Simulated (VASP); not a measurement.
# Al7Ru8 (a cell with a defect) in VASP: further runs

Runs on Al7Ru8 (a cell with a defect). Level: PBEsol. Tasks: single point.

Everything below comes from runs of VASP 6.6.1. Logs are shortened: lines on timing, memory, paths and dates and some standing lists are left out, and cuts for length are marked.

### 1 The cell of the first run

The cell holds a defect, 15 atoms: a = 6.060 Å, b = 6.060 Å, c = 6.060 Å, α = 90.00°, β = 90.00°, γ = 90.00°.

### 2 Single point, PBEsol

INCAR reads:

```
SYSTEM = Al7Ru8
PREC = Accurate
ENCUT = 520
EDIFF = 1E-7
ISMEAR = -1
SIGMA = 0.1
LREAL = Auto
LASPH = .True.
NELM = 60
ALGO = Normal
ISIF = 2
LWAVE = .False.
LCHARG = .False.
GGA = PS
NBANDS = 80
```

KPOINTS reads:

```
regular mesh
0
Gamma
  2 2 2
  0 0 0
```

POSCAR reads:

```
Al7Ru8
1.0
    6.0601640000      0.0000000000      0.0000000000
    0.0000000000      6.0601640000      0.0000000000
    0.0000000000      0.0000000000      6.0601640000
Ru Al
8 7
Direct
    0.2517088646      0.2528325966      0.2503046122
    0.2517303162      0.2527642816      0.7465969568
    0.2517486325      0.7491267563      0.2502932264
    0.2517403819      0.7491614088      0.7466048774
    0.7481241432      0.2528126302      0.2502168258
    0.7480828902      0.2527451402      0.7466251738
    0.7480911408      0.7491369871      0.2502130305
    0.7480507128      0.7491846755      0.7466499256
   -0.0000486786      0.0009785214     -0.0015502881
   -0.0001151784      0.0009451889      0.4983842021
   -0.0000539589      0.5009956826     -0.0016205832
   -0.0001978494      0.5010057484      0.4985005356
    0.4998460438      0.0010120188     -0.0015063949
    0.4999320150      0.0009887521      0.4984038386
    0.4998976925      0.5009446939     -0.0015992967
```

Potentials or basis: VASP PAW PBE potentials, release 64 (Ru_pv, Al).

Started as:

```
$ cat potpaw_PBE.64/Ru_pv/POTCAR potpaw_PBE.64/Al/POTCAR > POTCAR
$ mpirun -np 1 vasp_std > vasp.out
```

OUTCAR:

```text
SYSTEM = Al7Ru8
   PREC = Accurate
   ENCUT = 520
   EDIFF = 1E-7
   ISMEAR = -1
   LREAL = Auto
   LASPH = .True.
   NELM = 60
   ISIF = 2
   GGA = PS

 ion  position               nearest neighbor table
   1  0.252  0.253  0.250-  14 2.62  15 2.62  12 2.62  13 2.63  10 2.63  11 2.63   9 2.64   2 3.01
                             3 3.01   5 3.01   5 3.05   3 3.05   2 3.05
   2  0.252  0.253  0.747-  15 2.62  14 2.62  12 2.62  13 2.63  11 2.63  10 2.63   9 2.64   1 3.01
                             6 3.01   4 3.01   4 3.05   6 3.05   1 3.05
   3  0.252  0.749  0.250-  14 2.62  15 2.62  12 2.62  10 2.63  13 2.63  11 2.63   9 2.64   1 3.01
                             4 3.01   7 3.01   7 3.05   4 3.05   1 3.05
   4  0.252  0.749  0.747-  15 2.62  12 2.62  14 2.62  11 2.63  13 2.63  10 2.63   9 2.64   8 3.01
                             3 3.01   2 3.01   2 3.05   3 3.05   8 3.05
   5  0.748  0.253  0.250-  12 2.62  15 2.62  14 2.62  10 2.63  13 2.63  11 2.63   9 2.64   7 3.01
                             6 3.01   1 3.01   1 3.05   6 3.05   7 3.05
   6  0.748  0.253  0.747-  12 2.62  14 2.62  15 2.62  13 2.63  10 2.63  11 2.63   9 2.64   2 3.01
                             5 3.01   8 3.01   8 3.05   5 3.05   2 3.05
   7  0.748  0.749  0.250-  12 2.62  15 2.62  14 2.62  10 2.63  11 2.63  13 2.63   9 2.64   5 3.01
                             3 3.01   8 3.01   8 3.05   3 3.05   5 3.05
   8  0.748  0.749  0.747-  12 2.62  15 2.62  14 2.62  11 2.63  10 2.63  13 2.63   9 2.64   4 3.01
                             7 3.01   6 3.01   6 3.05   7 3.05   4 3.05
   9  1.000  0.001  0.998-   2 2.64   5 2.64   4 2.64   6 2.64   7 2.64   1 2.64   3 2.64   8 2.64
                            13 3.03  10 3.03  11 3.03  11 3.03  10 3.03  13 3.03
  10  1.000  0.001  0.498-   7 2.63   3 2.63   1 2.63   5 2.63   6 2.63   8 2.63   4 2.63   2 2.63
                             9 3.03  12 3.03  14 3.03  14 3.03  12 3.03   9 3.03
  11  1.000  0.501  0.998-   4 2.63   2 2.63   8 2.63   7 2.63   5 2.63   3 2.63   1 2.63   6 2.63
                            12 3.03  15 3.03   9 3.03   9 3.03  15 3.03  12 3.03
  12  1.000  0.501  0.499-   8 2.62   6 2.62   7 2.62   5 2.62   4 2.62   2 2.62   3 2.62   1 2.62
                            11 3.03  10 3.03  10 3.03  11 3.03
  13  0.500  0.001  0.998-   2 2.63   1 2.63   3 2.63   5 2.63   6 2.63   7 2.63   4 2.63   8 2.63
                             9 3.03  14 3.03  15 3.03  15 3.03  14 3.03   9 3.03
  14  0.500  0.001  0.498-   6 2.62   3 2.62   1 2.62   8 2.62   2 2.62   7 2.62   5 2.62   4 2.62
                            13 3.03  10 3.03  10 3.03  13 3.03
  15  0.500  0.501  0.998-   8 2.62   2 2.62   6 2.62   4 2.62   5 2.62   7 2.62   1 2.62   3 2.62
                            13 3.03  11 3.03  11 3.03  13 3.03

  LATTYP: Found a simple cubic cell.
 ALAT       =     6.0601640000

  Lattice vectors:

 A1 = (   6.0601640000,   0.0000000000,   0.0000000000)
 A2 = (   0.0000000000,   6.0601640000,   0.0000000000)
 A3 = (   0.0000000000,   0.0000000000,   6.0601640000)

Analysis of symmetry for initial positions (statically):
=====================================================================
 Subroutine PRICEL returns:
 Original cell was already a primitive cell.

 Routine SETGRP: Setting up the symmetry group for a
 simple cubic supercell.

 Subroutine GETGRP returns: Found  1 space group operations
 (whereof  1 operations were pure point group operations)
 out of a pool of 48 trial point group operations.

The static configuration has the point symmetry C_1 .

Analysis of symmetry for dynamics (positions and initial velocities):
=====================================================================
 Subroutine PRICEL returns:
 Original cell was already a primitive cell.

 Routine SETGRP: Setting up the symmetry group for a
 simple cubic supercell.

 Subroutine GETGRP returns: Found  1 space group operations
 (whereof  1 operations were pure point group operations)
 out of a pool of 48 trial point group operations.

The dynamic configuration has the point symmetry C_1 .

 Subroutine INISYM returns: Found  1 space group operations
 (whereof  1 operations are pure point group operations),
 and found     1 'primitive' translations

----------------------------------------------------------------------------------------

                                     Primitive cell

  volume of cell :     222.5631

  direct lattice vectors                    reciprocal lattice vectors
     6.060164000  0.000000000  0.000000000     0.165012036  0.000000000  0.000000000
     0.000000000  6.060164000  0.000000000     0.000000000  0.165012036  0.000000000
     0.000000000  0.000000000  6.060164000     0.000000000  0.000000000  0.165012036
[... 62 lines left out ...]

 Found      8 irreducible k-points:

 Following reciprocal coordinates:
            Coordinates               Weight
  0.000000  0.000000  0.000000      1.000000
  0.500000  0.000000  0.000000      1.000000
  0.000000  0.500000  0.000000      1.000000
  0.000000  0.000000  0.500000      1.000000
  0.500000  0.500000  0.000000      1.000000
  0.000000  0.500000  0.500000      1.000000
  0.500000  0.000000  0.500000      1.000000
  0.500000  0.500000  0.500000      1.000000
   k-points           NKPTS =      8   k-points in BZ     NKDIM =      8   number of bands    NBANDS=     80
   number of dos      NEDOS =    301   number of ions     NIONS =     15
   total plane-waves  NPLWV = 110592
   dimension x,y,z NGX =    48 NGY =   48 NGZ =   48
   dimension x,y,z NGXF=    96 NGYF=   96 NGZF=   96
   ions per type =               8   7
   NGX,Y,Z   is equivalent  to a cutoff of  13.17, 13.17, 13.17 a.u.
   NGXF,Y,Z  is equivalent  to a cutoff of  26.34, 26.34, 26.34 a.u.
 SYSTEM =  Al7Ru8
   PREC   = accura    normal or accurate (medium, high low for compatibility)
   ISTART =      0    job   : 0-new  1-cont  2-samecut
   ICHARG =      2    charge: 1-file 2-atom 10-const
   ISPIN  =      1    spin polarized calculation?
   LNONCOLLINEAR =      F non collinear calculations
   LSORBIT =      F    spin-orbit coupling
   LASPH  =      T    aspherical Exc in radial PAW
   ENCUT  =  520.0 eV  38.22 Ry    6.18 a.u.  11.27 11.27 11.27*2*pi/ulx,y,z
   NELM   =     60;   NELMIN=  2; NELMDL= -5     # of ELM steps
   EDIFF  = 0.1E-06   stopping-criterion for ELM
   LREAL  =      T    real-space projection
   EDIFFG = 0.1E-05   stopping-criterion for IOM
   NSW    =      0    number of steps for IOM
   IBRION =     -1    ionic relax: 0-MD 1-quasi-New 2-CG
   NFREE  =      0    steps in history (QN), initial steepest desc. (CG)
   ISIF   =      2    stress and relaxation
   ISYM   =      2    0-nonsym 1-usesym 2-fastsym
   POTIM  = 0.5000    time-step for ionic-motion
   TEBEG  =    0.0;   TEEND  =   0.0 temperature during run
   PSTRESS=    0.0 pullay stress
   NELECT =     133.0000    total number of electrons
   NUPDOWN=      -1.0000    fix difference up-down
   EMIN   =  10.00;   EMAX   =-10.00  energy-range for DOS
   EFERMI =   0.00;   METHOD = LEGACY
   ISMEAR =    -1;   SIGMA  =   0.10  broadening in eV -4-tet -1-fermi 0-gaus
   EFERMI_NEDOS =   21; number of points for ismear=-14 and -15
   IALGO  =     38    algorithm
   IMIX   =      4    mixing-type and parameters
     AMIX     =   0.40;   BMIX     =  1.00
     AMIX_MAG =   1.60;   BMIX_MAG =  1.00
  volume/ion in A,a.u.               =      14.84       100.13
  Fermi-wavevector in a.u.,A,eV,Ry     =   1.378926  2.605793 25.870625  1.901437
  Thomas-Fermi vector in A             =   2.503943
   LORBIT       =      0    0 simple, 1 ext, 2 COOP (PROOUT), +10 PAW based schemes
   GGA     = PS    functional components
   LHFCALC =     F    Hartree Fock is set to
   AEXX    =    0.0000 exact exchange contribution
   IVDW    =     0    specifies the selected vdW correction
   LEPSILON=     F    determine dielectric tensor
   LRPA    =     F    only Hartree local field effects (RPA)
 non-spin polarized calculation
  energy-cutoff  :      520.00
  volume of cell :      222.56
 maximum number of plane-waves:      6031
 NGX is ok and might be reduce to    48
   NGX = 23   NGY = 23   NGZ = 23

 number of electron     133.0000008 magnetization

 Free energy of the ion-electron system (eV)
  ---------------------------------------------------
  ext. energy  EPLUGINS =         0.00000000
  ---------------------------------------------------
  free energy    TOTEN  =      -116.90714236 eV

  energy without entropy =     -116.61979105  energy(sigma->0) =     -116.76346671

 E-fermi :   9.1738     XC(G=0): -12.2178

 val. band max:        9.0692932277   @ k =   0.0000   0.5000   0.0000
 cond. band min:       9.3080763887   @ k =   0.0000   0.0000   0.0000
 fundamental gap:      0.2387831610
 Fermi energy:         9.1738220649

 k-point     1 :       0.0000    0.0000    0.0000
  band No.  band energies     occupation
      1     -32.7260      2.00000
      2     -32.7259      2.00000
      3     -32.7038      2.00000
      4     -32.7038      2.00000
      5     -32.7038      2.00000
      6     -32.6677      2.00000
[... 637 lines left out ...]
     77      14.4178      0.00000
     78      14.4293      0.00000
 [bands above 78 left out]

------------------------ aborting loop because EDIFF is reached ----------------------------------------

  FORCE on cell =-STRESS in cart. coord.  units (eV):
  Direction    XX          YY          ZZ          XY          YZ          ZX
  --------------------------------------------------------------------------------------
  -------------------------------------------------------------------------------------
  Total      -22.0052847    -22.0113406    -22.0273049      0.0006994      0.0054292     -0.0035914
  in kB     -158.4106744   -158.4542694   -158.5691924      0.0050346      0.0390836     -0.0258538
  external PRESSURE =    -158.4780454 kB  Pullay stress =       0.0000000 kB

 VOLUME and BASIS-vectors are now :
 -----------------------------------------------------------------------------
  energy-cutoff  :      520.00
  volume of cell :      222.56
      direct lattice vectors                 reciprocal lattice vectors
     6.060164000  0.000000000  0.000000000     0.165012036  0.000000000  0.000000000
     0.000000000  6.060164000  0.000000000     0.000000000  0.165012036  0.000000000
     0.000000000  0.000000000  6.060164000     0.000000000  0.000000000  0.165012036

 POSITION                                       TOTAL-FORCE (eV/Angst)
 -----------------------------------------------------------------------------------
      1.52540      1.53221      1.51689         0.001386      0.000540      0.001192
      1.52553      1.53179      4.52450         0.000404      0.001529     -0.000364
      1.52564      4.53983      1.51682         0.001169     -0.002440      0.000789
      1.52559      4.54004      4.52455         0.000472     -0.001340     -0.000243
      4.53376      1.53209      1.51635        -0.002051     -0.000076      0.003573
      4.53351      1.53168      4.52467        -0.001413      0.001559      0.000102
      4.53356      4.53989      1.51633        -0.002874     -0.001482      0.002971
      4.53331      4.54018      4.52482         0.000452     -0.001909     -0.000861
      6.05987      0.00593      6.05077        -0.000502      0.000211     -0.001428
      6.05947      0.00573      3.02029         0.000311      0.001409      0.000508
      6.05984      3.03612      6.05034        -0.000958      0.000029      0.000385
      6.05897      3.03618      3.02099         0.002530      0.000136     -0.002716
      3.02915      0.00613      6.05103         0.001246     -0.000100     -0.001968
      3.02967      0.00599      3.02041        -0.000024      0.000431     -0.001191
      3.02946      3.03581      6.05047        -0.000147      0.001505     -0.000748
 -----------------------------------------------------------------------------------
    total drift:                                0.001879      0.005087     -0.012596

  FREE ENERGIE OF THE ION-ELECTRON SYSTEM (eV)
  ---------------------------------------------------
  free  energy   TOTEN  =      -116.9071423645 eV

  energy  without entropy=     -116.6197910502  energy(sigma->0) =     -116.76346671
```

It took 4.2 min on 1 thread of AMD EPYC 9R45 (Zen 5), shared host; peak memory 0.33 GiB.

What came out:

```
Free energy            : -116.9071 eV
Pressure               : -15.8 GPa
Largest force          : 0.004 eV/Å
Band gap on the k mesh : zero (an odd number of electrons rules out a gap without spin polarisation)
```

Forces in eV/Å, atoms in the order of the input:
```
Ru   0.001  0.001  0.001
Ru   0.000  0.002  0.000
Ru   0.001 -0.002  0.001
Ru   0.000 -0.001  0.000
Ru  -0.002  0.000  0.004
Ru  -0.001  0.002  0.000
Ru  -0.003 -0.001  0.003
Ru   0.000 -0.002 -0.001
Al  -0.001  0.000 -0.001
Al   0.000  0.001  0.001
Al  -0.001  0.000  0.000
Al   0.003  0.000 -0.003
Al   0.001  0.000 -0.002
Al   0.000  0.000 -0.001
Al   0.000  0.002 -0.001
```

Caveat: the k points lie up to 0.52 Å⁻¹ apart, too coarse for converged energies and pressures of a metal; the PAW data sets were made with another functional, which shifts forces and pressure a little.

### 3 Single point, PBEsol

INCAR reads:

```
SYSTEM = Al7Ru8
  PREC = Accurate
  ENCUT = 520
  EDIFF = 1E-7
  ISMEAR = -1
  SIGMA = 0.1
  LREAL = Auto
  LASPH = .TRUE.
  NELM = 60
  ALGO = Normal
  ISIF = 2
  LWAVE = .FALSE.
  LCHARG = .FALSE.
  GGA = PS
  NBANDS = 80
```

KPOINTS reads:

```
Automatic mesh
0
G
  2 2 2
  0 0 0
```

POSCAR reads:

```
Al7Ru8
1.0
    6.0601640000      0.0000000000      0.0000000000
    0.0000000000      6.0601640000      0.0000000000
    0.0000000000      0.0000000000      6.0601640000
Ru Al
8 7
Direct
    0.2485610950      0.2524522439      0.2505331539
    0.2485551546      0.2523718830      0.7468627912
    0.2485833717      0.7487546542      0.2505161576
    0.2485515243      0.7488155436      0.7468702167
    0.7521812941      0.2524520789      0.2505021316
    0.7522045608      0.2523545567      0.7469038792
    0.7521642979      0.7487599345      0.2504833203
    0.7521720534      0.7488478860      0.7469347364
    0.0004188005      0.0006029540     -0.0012281846
    0.0003513106      0.0005404144      0.4986378256
    0.0003886033      0.5006062542     -0.0013719101
   -0.4995665134      0.5006087294      0.4987721454
    0.5003443801      0.0006166500     -0.0012570617
    0.5003935537      0.0006019639      0.4986475614
    0.5003562610      0.5005661563     -0.0013590391
```

Potentials or basis: VASP PAW PBE potentials, release 64 (Ru_pv, Al).

Started as:

```
$ cat potpaw_PBE.64/Ru_pv/POTCAR potpaw_PBE.64/Al/POTCAR > POTCAR
$ mpirun -np 1 vasp_std > vasp.out
```

Run time: 4.2 min. Hardware: 1 thread of AMD EPYC 9R45 (Zen 5), shared host; peak memory 0.33 GiB.

The run converged. Its results:

| Item | Value |
| --- | --- |
| Free energy | -116.9071 eV |
| Pressure | -15.8 GPa |
| Largest force | 0.005 eV/Å |
| Band gap on the k mesh | zero (an odd number of electrons rules out a gap without spin polarisation) |

Forces in eV/Å, atoms in the order of the input:
```
Ru  -0.002  0.001  0.003
Ru  -0.002  0.001 -0.001
Ru  -0.003 -0.003  0.002
Ru   0.000 -0.003  0.000
Ru   0.002 -0.001  0.003
Ru   0.001  0.003 -0.002
Ru   0.002 -0.001  0.003
Ru   0.001 -0.004 -0.002
Al  -0.001  0.001 -0.002
Al   0.001  0.003  0.000
Al   0.000  0.000  0.000
Al  -0.001  0.000 -0.002
Al   0.001  0.000 -0.001
Al   0.000  0.001  0.000
Al   0.001  0.002  0.000
```

Levels at points of the mesh, in eV from the Fermi level:
```tsv
k point	band 64	band 65	band 66	band 67	band 68	band 69	band 70	band 71
(0.00, 0.00, 0.00)	0.29	0.29	0.29	0.43	0.43	0.63	1.49	1.49
(0.50, 0.00, 0.00)	-0.31	-0.27	-0.10	0.39	0.43	1.53	1.53	1.95
(0.00, 0.50, 0.00)	-0.31	-0.27	-0.10	0.39	0.43	1.53	1.53	1.95
(0.00, 0.00, 0.50)	-0.31	-0.27	-0.10	0.39	0.43	1.53	1.53	1.95
(0.50, 0.50, 0.00)	-0.45	-0.43	-0.19	-0.15	-0.15	0.91	1.00	1.00
(0.00, 0.50, 0.50)	-0.45	-0.43	-0.19	-0.15	-0.15	0.91	1.00	1.00
(0.50, 0.00, 0.50)	-0.45	-0.43	-0.19	-0.15	-0.15	0.91	1.00	1.00
(0.50, 0.50, 0.50)	-1.02	-1.02	-1.02	-0.70	-0.70	-0.70	-0.59	-0.59
```

Caveat: the k points lie up to 0.52 Å⁻¹ apart, too coarse for converged energies and pressures of a metal; the PAW data sets were made with another functional, which shifts forces and pressure a little.
